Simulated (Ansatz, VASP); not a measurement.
## C: VASP beside Ansatz

```
C
1.0
    -0.03567    1.76557    1.76557
     1.76557   -0.03567    1.76557
     1.76557    1.76557   -0.03567
C
2
Cartesian
  1.7477 1.7477 1.7477
  2.6216 2.6216 2.6216
```

Change from the starting cell: equal xy, yz and zx shear strains of -2 %.

Alike in both runs: task single point; functional LDA; k mesh 16 × 16 × 16; occupations fermi-dirac, width 0.03 eV; no spin polarisation.

|  | VASP | Ansatz |
| --- | --- | --- |
| version | VASP 6.6.1 | Ansatz 0.2.0 |
| potentials or method | VASP PAW LDA potentials, release 64 (C), cutoff 520 eV | all-electron LAPW, scalar-relativistic |

```csv
,VASP,Ansatz,Ansatz less VASP
gap on the k mesh at the Fermi level (eV),4.05,4.05,+0.006
pressure (GPa),-11.0,-12.4,-1.35
"traceless stress, the component that is largest in VASP (GPa)",11.50,11.45,-0.050
rms of the force components (eV/Å),0.088,0.083,-0.0054
```

LDA's correlation is that of Perdew and Zunger in VASP and of Perdew and Wang (1992) in Ansatz. Atom by atom the forces differ by 0.005 eV/Å (rms over components). Ansatz ran all-electron here, and VASP with PAW potentials.
